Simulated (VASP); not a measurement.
# Ta in VASP: a series of runs

The runs below take Ta through single point, relaxation of cell and atoms, with PBE.

All numbers are computed with VASP 6.6.1; they aren't measurements. Logs are shortened: lines on timing, memory, paths and dates and some standing lists are left out, and cuts for length are marked.

## 1. The cell of the first run

The typed cell holds 1 atom: a = 2.898 Å, b = 2.898 Å, c = 2.733 Å, α = 90.00°, β = 90.00°, γ = 119.92°.

## 2. Single point, PBE

INCAR

```
SYSTEM = Ta
  PREC = Accurate
  ENCUT = 520
  EDIFF = 1E-6
  ISMEAR = 0
  SIGMA = 0.1
  LREAL = .FALSE.
  LASPH = .TRUE.
  NELM = 60
  ALGO = Fast
  ISIF = 2
  LWAVE = .FALSE.
  LCHARG = .TRUE.
  GGA = PE
  LELF = .TRUE.
  LVHAR = .TRUE.
  NBANDS = 12
```

KPOINTS

```
Automatic mesh
0
G
  8 8 6
  0 0 0
```

POSCAR

```
Ta
1.0
    1.4506315134     -2.5086143096      0.0000000000
    1.4506315134      2.5086143096      0.0000000000
    0.0000000000      0.0000000000      2.7334670716
Ta
1
Direct
    0.0000000000      0.0000000000      0.0000000000
```

Potentials or basis: VASP PAW PBE potentials, release 64 (Ta_pv).

Launch:

```console
$ cat potpaw_PBE.64/Ta_pv/POTCAR > POTCAR
$ mpirun -np 1 vasp_std > vasp.out
```

OUTCAR:

```text
SYSTEM = Ta
   PREC = Accurate
   ENCUT = 520
   EDIFF = 1E-6
   ISMEAR = 0
   LREAL = .FALSE.
   LASPH = .TRUE.
   NELM = 60
   ISIF = 2
   GGA = PE

 ion  position               nearest neighbor table
   1  0.000  0.000  0.000-

  LATTYP: Found a base centered orthorhombic cell.
 ALAT       =     2.9012630268
 B/A-ratio  =     1.7293256671
 C/A-ratio  =     0.9421645147

  Lattice vectors:

 A1 = (   1.4506315134,  -2.5086143096,   0.0000000000)
 A2 = (   1.4506315134,   2.5086143096,   0.0000000000)
 A3 = (   0.0000000000,   0.0000000000,   2.7334670716)

Analysis of symmetry for initial positions (statically):
=====================================================================
 Subroutine PRICEL returns:
 Original cell was already a primitive cell.

 Routine SETGRP: Setting up the symmetry group for a
 base centered orthorhombic supercell.

 Subroutine GETGRP returns: Found  8 space group operations
 (whereof  8 operations were pure point group operations)
 out of a pool of  8 trial point group operations.

The static configuration has the point symmetry D_2h.

Analysis of symmetry for dynamics (positions and initial velocities):
=====================================================================
 Subroutine PRICEL returns:
 Original cell was already a primitive cell.

 Routine SETGRP: Setting up the symmetry group for a
 base centered orthorhombic supercell.

 Subroutine GETGRP returns: Found  8 space group operations
 (whereof  8 operations were pure point group operations)
 out of a pool of  8 trial point group operations.

The dynamic configuration has the point symmetry D_2h.

 Subroutine INISYM returns: Found  8 space group operations
 (whereof  8 operations are pure point group operations),
 and found     1 'primitive' translations

----------------------------------------------------------------------------------------

                                     Primitive cell

  volume of cell :      19.8946

  direct lattice vectors                    reciprocal lattice vectors
     1.450631513 -2.508614310  0.000000000     0.344677470 -0.199313222  0.000000000
     1.450631513  2.508614310  0.000000000     0.344677470  0.199313222  0.000000000
     0.000000000  0.000000000  2.733467072     0.000000000  0.000000000  0.365835759

  length of vectors
     2.897840151  2.897840151  2.733467072     0.398156149  0.398156149  0.365835759

  position of ions in fractional coordinates (direct lattice)
     0.000000000  0.000000000  0.000000000

  ion indices of the primitive-cell ions
   primitive index   ion index
                 1           1

----------------------------------------------------------------------------------------

 KPOINTS: Automatic mesh

Automatic generation of k-mesh.
 Grid dimensions read from file:
 generate k-points for:    8    8    6

 Generating k-lattice:

  Cartesian coordinates                     Fractional coordinates (reciprocal lattice)
     0.043084684 -0.024914153  0.000000000     0.125000000  0.000000000  0.000000000
     0.043084684  0.024914153  0.000000000     0.000000000  0.125000000  0.000000000
     0.000000000  0.000000000  0.060972626     0.000000000  0.000000000  0.166666667

  Length of vectors
     0.049769519  0.049769519  0.060972626

  Shift w.r.t. Gamma in fractional coordinates (k-lattice)
     0.000000000  0.000000000  0.000000000

 Subroutine IBZKPT returns following result:
 ===========================================

 Found     84 irreducible k-points:

 Following reciprocal coordinates:
            Coordinates               Weight
  0.000000  0.000000  0.000000      1.000000
  0.125000 -0.000000  0.000000      4.000000
  0.250000 -0.000000  0.000000      4.000000
  0.375000 -0.000000  0.000000      4.000000
  0.500000 -0.000000  0.000000      2.000000
  0.125000  0.125000  0.000000      2.000000
[... 16 lines left out ...]
  0.125000 -0.000000  0.166667      8.000000
  0.250000 -0.000000  0.166667      8.000000
 [... further k-points ...]
   k-points           NKPTS =     84   k-points in BZ     NKDIM =     84   number of bands    NBANDS=     12
   number of dos      NEDOS =    301   number of ions     NIONS =      1
   total plane-waves  NPLWV =  11520
   dimension x,y,z NGX =    24 NGY =   24 NGZ =   20
   dimension x,y,z NGXF=    48 NGYF=   48 NGZF=   40
   ions per type =               1
   NGX,Y,Z   is equivalent  to a cutoff of  13.77, 13.77, 12.16 a.u.
   NGXF,Y,Z  is equivalent  to a cutoff of  27.54, 27.54, 24.33 a.u.
 SYSTEM =  Ta
   PREC   = accura    normal or accurate (medium, high low for compatibility)
   ISTART =      0    job   : 0-new  1-cont  2-samecut
   ICHARG =      2    charge: 1-file 2-atom 10-const
   ISPIN  =      1    spin polarized calculation?
   LNONCOLLINEAR =      F non collinear calculations
   LSORBIT =      F    spin-orbit coupling
   LASPH  =      T    aspherical Exc in radial PAW
   ENCUT  =  520.0 eV  38.22 Ry    6.18 a.u.   5.39  5.39  5.08*2*pi/ulx,y,z
   NELM   =     60;   NELMIN=  2; NELMDL= -5     # of ELM steps
   EDIFF  = 0.1E-05   stopping-criterion for ELM
   LREAL  =      F    real-space projection
   EDIFFG = 0.1E-04   stopping-criterion for IOM
   NSW    =      0    number of steps for IOM
   IBRION =     -1    ionic relax: 0-MD 1-quasi-New 2-CG
   NFREE  =      0    steps in history (QN), initial steepest desc. (CG)
   ISIF   =      2    stress and relaxation
   ISYM   =      2    0-nonsym 1-usesym 2-fastsym
   POTIM  = 0.5000    time-step for ionic-motion
   TEBEG  =    0.0;   TEEND  =   0.0 temperature during run
   PSTRESS=    0.0 pullay stress
   NELECT =      11.0000    total number of electrons
   NUPDOWN=      -1.0000    fix difference up-down
   EMIN   =  10.00;   EMAX   =-10.00  energy-range for DOS
   EFERMI =   0.00;   METHOD = LEGACY
   ISMEAR =     0;   SIGMA  =   0.10  broadening in eV -4-tet -1-fermi 0-gaus
   EFERMI_NEDOS =   21; number of points for ismear=-14 and -15
   IALGO  =     68    algorithm
   IMIX   =      4    mixing-type and parameters
     AMIX     =   0.40;   BMIX     =  1.00
     AMIX_MAG =   1.60;   BMIX_MAG =  1.00
  volume/ion in A,a.u.               =      19.89       134.26
  Fermi-wavevector in a.u.,A,eV,Ry     =   1.343675  2.539177 24.564794  1.805461
  Thomas-Fermi vector in A             =   2.471730
   LORBIT       =      0    0 simple, 1 ext, 2 COOP (PROOUT), +10 PAW based schemes
   GGA     = PE    functional components
   LHFCALC =     F    Hartree Fock is set to
   AEXX    =    0.0000 exact exchange contribution
   IVDW    =     0    specifies the selected vdW correction
   LEPSILON=     F    determine dielectric tensor
   LRPA    =     F    only Hartree local field effects (RPA)
 non-spin polarized calculation
 RMM-DIIS sequential band-by-band and
 Gauss-broadening in eV      SIGMA  =   0.10
  energy-cutoff  :      520.00
  volume of cell :       19.89
 maximum number of plane-waves:       551
 NGX is ok and might be reduce to    24
   NGX = 11   NGY = 11   NGZ = 11

 number of electron      11.0000003 magnetization

 Free energy of the ion-electron system (eV)
  ---------------------------------------------------
  ext. energy  EPLUGINS =         0.00000000
  ---------------------------------------------------
  free energy    TOTEN  =       -11.13022860 eV

  energy without entropy =      -11.12644788  energy(sigma->0) =      -11.12833824

 E-fermi :   4.9868     XC(G=0): -12.0452

 val. band max:        4.9673656262   @ k =  -0.3750   0.3750   0.0000
 cond. band min:       5.1224992579   @ k =   0.1250  -0.0000   0.1667
 fundamental gap:      0.1551336316
 Fermi energy:         4.9867853698

 k-point     1 :       0.0000    0.0000    0.0000
  band No.  band energies     occupation
      1     -28.6665      2.00000
      2     -28.6635      2.00000
      3     -28.5128      2.00000
      4      -2.7326      2.00000
      5       2.2658      2.00000
      6       5.5113      0.00000
      7       5.5471      0.00000
      8      11.1006      0.00000
      9      11.1078      0.00000
     10      17.5447      0.00000
     11      19.1080      0.00000
     12      19.1795      0.00000

 k-point     2 :       0.1250   -0.0000    0.0000
  band No.  band energies     occupation
      1     -28.8262      2.00000
      2     -28.7003      2.00000
      3     -28.4960      2.00000
      4      -2.1601      2.00000
      5       2.5122      2.00000
      6       4.9039      1.75908
      7       6.1006      0.00000
      8      10.2950      0.00000
      9      10.9811      0.00000
     10      18.9124      0.00000
     11      20.4183      0.00000
     12      21.1491      0.00000

 k-point     3 :       0.2500   -0.0000    0.0000
  band No.  band energies     occupation
      1     -29.1988      2.00000
      2     -28.7863      2.00000
      3     -28.4552      2.00000
      4      -0.7608      2.00000
      5       2.8841      2.00000
      6       4.2192      2.00000
      7       7.6911      0.00000
      8       8.8783      0.00000
      9      10.6926      0.00000
     10      17.8174      0.00000
     11      19.1894      0.00000
     12      21.1364      0.00000
[... 286 lines left out ...]
 k-point    23 :       0.1250   -0.0000    0.1667
  band No.  band energies     occupation
      1     -28.8197      2.00000
      2     -28.7892      2.00000
      3     -28.6734      2.00000
      4      -1.4124      2.00000
      5       3.3220      2.00000
      6       5.1225      0.05495
      7       6.2860      0.00000
      8       9.0758      0.00000
      9       9.8229      0.00000
     10      17.5634      0.00000
     11      19.1828      0.00000
     12      19.3124      0.00000

 k-point    24 :       0.2500   -0.0000    0.1667
  band No.  band energies     occupation
      1     -29.1656      2.00000
      2     -28.7630      2.00000
      3     -28.7584      2.00000
      4      -0.0641      2.00000
      5       3.5172      2.00000
      6       4.6386      2.00000
      7       7.6724      0.00000
      8       7.8151      0.00000
      9       9.4914      0.00000
     10      19.1302      0.00000
     11      19.1567      0.00000
     12      19.6805      0.00000

 [... further k-points ...]
[... 5 lines left out ...]
  --------------------------------------------------------------------------------------
  -------------------------------------------------------------------------------------
  Total        0.0019052      0.0197725      0.0144889      0.0000000      0.0000000      0.0000000
  in kB        0.1534303      1.5923480      1.1668378      0.0000000      0.0000000      0.0000000
  external PRESSURE =       0.9708720 kB  Pullay stress =       0.0000000 kB

 VOLUME and BASIS-vectors are now :
 -----------------------------------------------------------------------------
  energy-cutoff  :      520.00
  volume of cell :       19.89
      direct lattice vectors                 reciprocal lattice vectors
     1.450631513 -2.508614310  0.000000000     0.344677470 -0.199313222  0.000000000
     1.450631513  2.508614310  0.000000000     0.344677470  0.199313222  0.000000000
     0.000000000  0.000000000  2.733467072     0.000000000  0.000000000  0.365835759

 POSITION                                       TOTAL-FORCE (eV/Angst)
 -----------------------------------------------------------------------------------
      0.00000      0.00000      0.00000        -0.000000      0.000000      0.000000
 -----------------------------------------------------------------------------------
    total drift:                                0.000000      0.000000      0.000000

  FREE ENERGIE OF THE ION-ELECTRON SYSTEM (eV)
  ---------------------------------------------------
  free  energy   TOTEN  =       -11.1302286042 eV

  energy  without entropy=      -11.1264478810  energy(sigma->0) =      -11.12833824
```

It took 6 s on 1 thread of Intel Xeon 6975P-C (Granite Rapids), shared host; peak memory 0.14 GiB.

Results:

* Free energy: -11.1302 eV
* Pressure: 0.1 GPa

Caveat: the k points lie up to 0.38 Å⁻¹ apart; spin-orbit coupling is left out, which moves the levels of the heavy elements.

## 3. Single point, PBE

This run uses another cell than the first one, of 19.77 Å³/atom, 0.994 times its volume.

INCAR

```
SYSTEM = Ta
ALGO = Fast
EDIFF = 1E-7
ENCUT = 520
GGA = PE
ISIF = 2
ISMEAR = 0
LASPH = .TRUE.
LCHARG = .FALSE.
LREAL = .FALSE.
LWAVE = .FALSE.
NBANDS = 12
NELM = 80
PREC = Accurate
SIGMA = 0.1
```

KPOINTS

```
k-points
0
G
  24 24 20
  0 0 0
```

POSCAR

```
Ta
1.0
    2.8867224911      0.0000000000      0.0000000000
   -1.4433612456      2.4999750110      0.0000000000
    0.0000000000      0.0000000000      2.7389650631
Ta
1
Direct
    0.0000000000      0.0000000000      0.0000000000
```

Potentials or basis: VASP PAW PBE potentials, release 64 (Ta_pv).

Launch:

```console
$ cat potpaw_PBE.64/Ta_pv/POTCAR > POTCAR
$ mpirun -np 1 vasp_std > vasp.out
```

Wall time 43 s (1 thread of Intel Xeon 6975P-C (Granite Rapids), shared host); peak memory 0.26 GiB.

Results (log left out):

| Quantity | Value |
| --- | --- |
| Free energy | -11.1273 eV |
| Pressure | 0.1 GPa |

Stress tensor (GPa, compression positive):
```
0.05 0.00 0.00
0.00 0.05 0.00
0.00 0.00 0.14
```

Levels at points of the mesh, in eV from the Fermi level:
```
           k point  band 1  band 2  band 3  band 4  band 5  band 6  band 7  band 8  band 9  band 10
(0.00, 0.00, 0.00)  -33.75  -33.75  -33.74   -7.87   -2.96    0.46    0.46    5.96    5.96    12.56
(0.50, 0.00, 0.00)  -34.81  -34.00  -33.62   -4.47   -2.16    0.45    2.22    5.15    6.39     9.70
(0.00, 0.00, 0.50)  -34.92  -33.64  -33.64   -4.46   -0.54    1.29    1.29    2.50    2.50     9.88
(0.50, 0.00, 0.50)  -34.73  -34.65  -33.88   -4.12   -2.64    1.07    5.42    5.83    6.76     7.93
```

Caveat: spin-orbit coupling is left out, which moves the levels of the heavy elements.

## 4. Relaxation of cell and atoms, PBE

INCAR

```
SYSTEM = Ta
PREC = Accurate
ENCUT = 600
EDIFF = 1E-7
ISMEAR = 0
SIGMA = 0.1
LREAL = .False.
LASPH = .True.
NELM = 80
ALGO = Fast
ISIF = 3
LWAVE = .False.
LCHARG = .False.
GGA = PE
IBRION = 2
NSW = 100
EDIFFG = -0.01
```

KPOINTS

```
regular mesh
0
Gamma
  24 24 20
  0 0 0
```

POSCAR

```
Ta
1.0
    2.8995515890      0.0000000000      0.0000000000
   -1.4497757945      2.5110853356      0.0000000000
    0.0000000000      0.0000000000      2.7334670716
Ta
1
Direct
    0.0000000000      0.0000000000      0.0000000000
```

Potentials or basis: VASP PAW PBE potentials, release 64 (Ta_pv).

Launch:

```console
$ cat potpaw_PBE.64/Ta_pv/POTCAR > POTCAR
$ mpirun -np 1 vasp_std > vasp.out
```

OUTCAR:

```text
SYSTEM = Ta
   PREC = Accurate
   ENCUT = 600
   EDIFF = 1E-7
   ISMEAR = 0
   LREAL = .False.
   LASPH = .True.
   NELM = 80
   ISIF = 3
   GGA = PE
   IBRION = 2
   NSW = 100
   EDIFFG = -0.01

 ion  position               nearest neighbor table
   1  0.000  0.000  0.000-

  LATTYP: Found a hexagonal cell.
 ALAT       =     2.8995515890
 C/A-ratio  =     0.9427206200

  Lattice vectors:

 A1 = (   2.8995515890,   0.0000000000,   0.0000000000)
 A2 = (  -1.4497757945,   2.5110853356,   0.0000000000)
 A3 = (   0.0000000000,   0.0000000000,   2.7334670716)

Analysis of symmetry for initial positions (statically):
[... 354 lines left out ...]
  ---------------------------------------------------
  free energy    TOTEN  =       -11.12750047 eV

  energy without entropy =      -11.12184740  energy(sigma->0) =      -11.12467394

 E-fermi :   5.1650     XC(G=0): -12.0795

 val. band max:        5.1644930139   @ k =   0.2083   0.1250   0.4500
 cond. band min:       5.1658771816   @ k =   0.3333   0.1667   0.2000
 fundamental gap:      0.0013841677
 Fermi energy:         5.1649838230

 k-point     1 :       0.0000    0.0000    0.0000
  band No.  band energies     occupation
      1     -28.5835      2.00000
      2     -28.5835      2.00000
      3     -28.5762      2.00000
      4      -2.7075      2.00000
      5       2.2070      2.00000
      6       5.6260      0.00000
      7       5.6260      0.00000
      8      11.1214      0.00000
      9      11.1214      0.00000
[... 265 lines left out ...]
 k-point    24 :       0.4583    0.0417    0.0000
  band No.  band energies     occupation
      1     -29.6397      2.00000
      2     -28.8450      2.00000
      3     -28.4553      2.00000
      4       0.7571      2.00000
      5       3.0030      2.00000
      6       5.5466      0.00000
      7       7.4045      0.00000
      8      10.2559      0.00000
      9      11.5430      0.00000

 [... further k-points ...]
[... 5 lines left out ...]
  --------------------------------------------------------------------------------------
  -------------------------------------------------------------------------------------
  Total        0.0013262      0.0013262      0.0006233      0.0000000     -0.0000000     -0.0000000
  in kB        0.1074299      0.1074299      0.0504930      0.0000000     -0.0000000     -0.0000000
  external PRESSURE =       0.0884510 kB  Pullay stress =       0.0000000 kB
[... 16 lines left out ...]
  FREE ENERGIE OF THE ION-ELECTRON SYSTEM (eV)
  ---------------------------------------------------
  free  energy   TOTEN  =       -11.1275004716 eV

  energy  without entropy=      -11.1218474020  energy(sigma->0) =      -11.12467394

 reached required accuracy - stopping structural energy minimisation
```

OSZICAR:

```text
N       E                     dE             d eps       ncg     rms          rms(c)
DAV:   1     0.530837856665E+02    0.53084E+02   -0.70412E+03 12086   0.128E+03
DAV:   2    -0.106143536610E+02   -0.63698E+02   -0.62594E+02 15082   0.259E+02
[... 54 lines left out ...]
DAV:   1    -0.111276278310E+02   -0.14624E-03   -0.38549E-03 12154   0.768E-01    0.767E-02
RMM:   2    -0.111275172878E+02    0.11054E-03   -0.11919E-04 12078   0.120E-01    0.271E-02
RMM:   3    -0.111274987390E+02    0.18549E-04   -0.71114E-05 12078   0.837E-02    0.112E-02
RMM:   4    -0.111274999342E+02   -0.11952E-05   -0.62928E-06 12297   0.276E-02    0.446E-03
RMM:   5    -0.111275003008E+02   -0.36659E-06   -0.12201E-06 11462   0.105E-02    0.371E-03
RMM:   6    -0.111275004949E+02   -0.19405E-06   -0.30864E-07  8820   0.576E-03    0.826E-04
RMM:   7    -0.111275004716E+02    0.23219E-07   -0.79032E-08  7500   0.288E-03
   6 F= -.11127500E+02 E0= -.11124674E+02  d E =-.104205E-04
```

It took 5.4 min on 1 thread of Intel Xeon Platinum 8259CL at 2.50GHz (Skylake/Cascade Lake), shared host; peak memory 0.3 GiB.

Results:

| Quantity | Value |
| --- | --- |
| Free energy | -11.1275 eV |
| Relaxed volume | 19.78 Å³/atom |
| Relaxed cell | a = 2.887 Å, b = 2.887 Å, c = 2.740 Å, α = 90.00°, β = 90.00°, γ = 120.00° |
| Space group after relaxing (to 0.05 Å) | P6/mmm (No. 191) |
| Energy gained by relaxing | 1.1 meV/atom |
| Ionic steps | 6 |
| Pressure after relaxing | 0.0 GPa |

Step by step:
```
step  energy change (eV)  largest force (eV/Å)  pressure (GPa)  volume (Å³)
   1              0.0000                0.0000           -1.00        19.90
   2              0.0017                0.0000            1.99        19.55
   3             -0.0011                0.0000            0.11        19.77
   4             -0.0011                0.0000            0.13        19.76
   5             -0.0011                0.0000           -0.16        19.80
   6             -0.0011                0.0000            0.01        19.78
```

Final structure:
```
Ta
1.0
     2.88704    0.00000    0.00000
    -1.44352    2.50025    0.00000
     0.00000    0.00000    2.73995
Ta
1
Direct
  0.00000 0.00000 0.00000
```

Caveat: spin-orbit coupling is left out, which moves the levels of the heavy elements.

## 5. Summary

```csv
task,cell,k mesh,cutoff (eV),gap on the mesh (eV),pressure (GPa)
single point,"a = 2.898, b = 2.898, c = 2.733 Å, angles 90.0, 90.0, 119.9°, 1 atom",8 × 8 × 6,520,none,0.1
single point,"a = 2.887, b = 2.887, c = 2.739 Å, angles 90.0, 90.0, 120.0°, 1 atom",24 × 24 × 20,520,none,0.1
relaxation of cell and atoms,"relaxed from a = 2.900, b = 2.900, c = 2.733 Å, angles 90.0, 90.0, 120.0°, 1 atom",24 × 24 × 20,600,none,0.0
```

Alike in all rows: level PBE; potentials or basis VASP PAW PBE potentials, release 64 (Ta_pv); no spin polarisation; smearing gaussian 0.1 eV.

Caveats: some runs use coarse meshes; spin-orbit coupling is left out, which moves the levels of the heavy elements.

Total energies depend on the potentials used, so only differences within one code and one set of settings carry meaning.
